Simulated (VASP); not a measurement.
# ZnS (P6_3mc) in VASP: a series of runs, part 2 of 2

VASP 6.6.1. The steps go on from the part before.

## (3) Relaxation of cell and atoms, r2SCAN

Contents of POSCAR:

```
ZnS
1.0
    3.8110000000      0.0000000000      0.0000000000
   -1.9055000000      3.3004228138      0.0000000000
    0.0000000000      0.0000000000      6.2340000000
Zn S
2 2
Direct
    0.3333333333      0.6666666667      0.0000000000
    0.6666666667      0.3333333333      0.5000000000
    0.3333333333      0.6666666667      0.3850000000
    0.6666666667      0.3333333333      0.8850000000
```

Contents of INCAR.step1:

```
SYSTEM = ZnS
PREC = Accurate ; ENCUT = 600
ISMEAR = -1 ; SIGMA = 0.1
LREAL = .False. ; LASPH = .True.
NELM = 100 ; GGA = PE
ALGO = Normal ; EDIFF = 1E-4
LWAVE = .True. ; LCHARG = .False.
```

Contents of INCAR.step2:

```
SYSTEM = ZnS
PREC = Accurate ; ENCUT = 600
EDIFF = 1E-6 ; ISMEAR = -1
SIGMA = 0.1 ; LREAL = .False.
LASPH = .True. ; NELM = 100
ALGO = Normal ; ISIF = 3
LWAVE = .False. ; LCHARG = .False.
METAGGA = R2SCAN ; LMIXTAU = .True.
IBRION = 2 ; NSW = 100
EDIFFG = -0.002 ; ISTART = 1
```

Contents of KPOINTS:

```
regular mesh
0
Gamma
  8 8 4
  0 0 0
```

Potentials or basis: VASP PAW PBE potentials, release 64 (Zn, S).

Started as:

```console
$ cat potpaw_PBE.64/Zn/POTCAR potpaw_PBE.64/S/POTCAR > POTCAR
$ cp INCAR.step1 INCAR
$ mpirun -np 1 vasp_std > vasp.out
$ cp INCAR.step2 INCAR
$ mpirun -np 1 vasp_std > vasp.out
```

OUTCAR:

```text
SYSTEM = ZnS
   PREC = Accurate
   ENCUT = 600
   EDIFF = 1E-6
   ISMEAR = -1
   LREAL = .False.
   LASPH = .True.
   NELM = 100
   ISIF = 3
   METAGGA = R2SCAN
   IBRION = 2
   NSW = 100
   EDIFFG = -0.002
   ISTART = 1

 ion  position               nearest neighbor table
   1  0.333  0.667  0.000-   4 2.31   4 2.31   4 2.31   3 2.40
   2  0.667  0.333  0.500-   3 2.31   3 2.31   3 2.31   4 2.40
   3  0.333  0.667  0.385-   2 2.31   2 2.31   2 2.31   1 2.40
   4  0.667  0.333  0.885-   1 2.31   1 2.31   1 2.31   2 2.40

  LATTYP: Found a hexagonal cell.
 ALAT       =     3.8110000000
 C/A-ratio  =     1.6357911309

  Lattice vectors:

 A1 = (   3.8110000000,   0.0000000000,   0.0000000000)
 A2 = (  -1.9055000000,   3.3004228138,   0.0000000000)
 A3 = (   0.0000000000,   0.0000000000,   6.2340000000)

Analysis of symmetry for initial positions (statically):
=====================================================================
 Subroutine PRICEL returns:
 Original cell was already a primitive cell.

 Routine SETGRP: Setting up the symmetry group for a
 hexagonal supercell.

 Subroutine GETGRP returns: Found 12 space group operations
 (whereof  6 operations were pure point group operations)
 out of a pool of 24 trial point group operations.

The static configuration has the point symmetry C_3v.
 The point group associated with its full space group is C_6v.

Analysis of symmetry for dynamics (positions and initial velocities):
=====================================================================
 Subroutine PRICEL returns:
 Original cell was already a primitive cell.

 Routine SETGRP: Setting up the symmetry group for a
 hexagonal supercell.

 Subroutine GETGRP returns: Found 12 space group operations
 (whereof  6 operations were pure point group operations)
[... 146 lines left out ...]

 number of electron      36.0000045 magnetization

 Free energy of the ion-electron system (eV)
  ---------------------------------------------------
  ext. energy  EPLUGINS =         0.00000000
  ---------------------------------------------------
  free energy    TOTEN  =       -37.70372749 eV

  energy without entropy =      -37.70372744  energy(sigma->0) =      -37.70372747

------------------------ aborting loop because EDIFF is reached ----------------------------------------

  FORCE on cell =-STRESS in cart. coord.  units (eV):
  Direction    XX          YY          ZZ          XY          YZ          ZX
  --------------------------------------------------------------------------------------
  -------------------------------------------------------------------------------------
  Total        0.3754082      0.3754082     -0.5539391      0.0000000     -0.0000000      0.0000000
  in kB        7.6707717      7.6707717    -11.3187199      0.0000000     -0.0000000      0.0000000
  external PRESSURE =       1.3409412 kB  Pullay stress =       0.0000000 kB
[... 95 lines left out ...]
  FREE ENERGIE OF THE ION-ELECTRON SYSTEM (eV)
  ---------------------------------------------------
  free  energy   TOTEN  =       -37.7197169241 eV

  energy  without entropy=      -37.7197168716  energy(sigma->0) =      -37.71971690

[... ionic steps 4 to 8 ...]

--------------------------------------- Ionic step        9  -------------------------------------------

 number of electron      36.0000006 magnetization

------------------------ aborting loop because EDIFF is reached ----------------------------------------
[... 71 lines left out ...]
--------------------------------------- Ionic step       11  -------------------------------------------

 number of electron      36.0000006 magnetization

 Free energy of the ion-electron system (eV)
  ---------------------------------------------------
  ext. energy  EPLUGINS =         0.00000000
  ---------------------------------------------------
  free energy    TOTEN  =       -37.72560329 eV

  energy without entropy =      -37.72560324  energy(sigma->0) =      -37.72560326

 E-fermi :   3.4019     XC(G=0): -10.3117

 val. band max:        1.9151735143   @ k =   0.0000   0.0000   0.0000
 cond. band min:       4.7025910347   @ k =   0.0000   0.0000   0.0000
 fundamental gap:      2.7874175204
 Fermi energy:         3.4018582556

 k-point     1 :       0.0000    0.0000    0.0000
  band No.  band energies     occupation
      1     -11.8355      2.00000
      2     -10.8749      2.00000
      3      -4.6191      2.00000
      4      -4.6043      2.00000
      5      -4.6042      2.00000
      6      -4.5133      2.00000
[... 589 lines left out ...]
     21       7.8314      0.00000
     22       7.8314      0.00000

 [... further k-points ...]

------------------------ aborting loop because EDIFF is reached ----------------------------------------

  FORCE on cell =-STRESS in cart. coord.  units (eV):
  Direction    XX          YY          ZZ          XY          YZ          ZX
  --------------------------------------------------------------------------------------
  -------------------------------------------------------------------------------------
  Total       -0.0039387     -0.0039387     -0.0011645      0.0000000      0.0000000      0.0000000
  in kB       -0.0805239     -0.0805239     -0.0238064      0.0000000      0.0000000      0.0000000
  external PRESSURE =      -0.0616181 kB  Pullay stress =       0.0000000 kB
[... 19 lines left out ...]
  FREE ENERGIE OF THE ION-ELECTRON SYSTEM (eV)
  ---------------------------------------------------
  free  energy   TOTEN  =       -37.7256032902 eV

  energy  without entropy=      -37.7256032351  energy(sigma->0) =      -37.72560326

 reached required accuracy - stopping structural energy minimisation
```

OUTCAR.step1:

```text
SYSTEM = ZnS
   PREC = Accurate
   ENCUT = 600
   ISMEAR = -1
   LREAL = .False.
   LASPH = .True.
   NELM = 100
[... 829 lines left out ...]
      1.90550      1.10014      3.11700        -0.000000     -0.000000      0.322409
     -0.00000      2.20028      2.40009        -0.000000      0.000000     -0.322409
      1.90550      1.10014      5.51709         0.000000     -0.000000     -0.322409
 -----------------------------------------------------------------------------------
    total drift:                               -0.000000     -0.000000      0.000639

  FREE ENERGIE OF THE ION-ELECTRON SYSTEM (eV)
  ---------------------------------------------------
  free  energy   TOTEN  =       -13.6539198822 eV

  energy  without entropy=      -13.6539191677  energy(sigma->0) =      -13.65391952
```

OSZICAR.step1:

```text
N       E                     dE             d eps       ncg     rms          rms(c)
DAV:   1     0.246138195001E+03    0.24614E+03   -0.19085E+04  1320   0.216E+03
DAV:   2     0.941497234612E+01   -0.23672E+03   -0.22971E+03  1356   0.399E+02
DAV:   3    -0.139405363422E+02   -0.23356E+02   -0.23232E+02  1560   0.124E+02
DAV:   4    -0.145035350031E+02   -0.56300E+00   -0.56229E+00  1578   0.198E+01
DAV:   5    -0.145135171105E+02   -0.99821E-02   -0.99808E-02  1602   0.259E+00    0.993E+00
DAV:   6    -0.136384576240E+02    0.87506E+00   -0.20559E+00  2080   0.440E+01    0.776E+00
DAV:   7    -0.136715916220E+02   -0.33134E-01   -0.20130E+00  1428   0.825E+00    0.337E+00
DAV:   8    -0.136527078123E+02    0.18884E-01   -0.12097E-01  1770   0.487E+00    0.115E+00
DAV:   9    -0.136535249601E+02   -0.81715E-03   -0.21872E-02  1844   0.273E+00    0.292E-01
DAV:  10    -0.136536771533E+02   -0.15219E-03   -0.14487E-03  1512   0.455E-01    0.182E-01
DAV:  11    -0.136539192204E+02   -0.24207E-03   -0.36325E-04  1304   0.133E-01    0.968E-02
DAV:  12    -0.136539198822E+02   -0.66179E-06   -0.21455E-05   960   0.659E-02
   1 F= -.13653920E+02 E0= -.13653920E+02  d E =-.714496E-06
```

Run time: 44 min. Hardware: 1 thread of Intel Xeon 8259CL, shared host; peak memory 0.26 GiB.

Results:

- Free energy: -37.7256 eV
- Relaxed volume: 19.59 Å³/atom
- Relaxed cell: a = 3.807 Å, b = 3.807 Å, c = 6.245 Å, α = 90.00°, β = 90.00°, γ = 120.00°
- Space group after relaxing (to 0.1 Å): P6_3mc (No. 186)
- Energy gained by relaxing: 5.5 meV/atom
- Ionic steps: 11
- Pressure after relaxing: 0.0 GPa
- Band gap on the k mesh: 2.79 eV

The path:
| step | energy change (eV) | largest force (eV/Å) | pressure (GPa) | volume (Å³) |
| --- | --- | --- | --- | --- |
| 1 | 0.0000 | 0.3178 | 0.13 | 78.41 |
| 2 | -0.0156 | 0.1170 | -0.18 | 78.59 |
| 3 | -0.0160 | 0.0746 | -0.21 | 78.63 |
| 4 | -0.0197 | 0.0355 | 0.05 | 78.35 |
| 5 | -0.0210 | 0.0065 | 0.24 | 78.16 |
| 6 | -0.0205 | 0.0538 | 0.60 | 77.77 |
| 7 | -0.0213 | 0.0143 | 0.35 | 78.02 |
| 8 | -0.0216 | 0.0043 | -0.18 | 78.55 |
| 9 | -0.0219 | 0.0035 | 0.08 | 78.31 |
| 10 | -0.0219 | 0.0012 | -0.02 | 78.38 |
| 11 | -0.0219 | 0.0014 | -0.01 | 78.37 |

Final structure:
```yaml
crystal:
  lattice:
    - [3.80674, 0.00000, 0.00000]
    - [-1.90337, 3.29674, 0.00000]
    - [0.00000, 0.00000, 6.24455]
  atoms:
    - { symbol: Zn, position: [0.33333, 0.66667, 0.00534] }
    - { symbol: Zn, position: [0.66667, 0.33333, 0.50534] }
    - { symbol: S, position: [0.33333, 0.66667, 0.37966] }
    - { symbol: S, position: [0.66667, 0.33333, 0.87966] }
```

Caveat: the PAW data sets were made with another functional, which shifts forces and pressure a little.
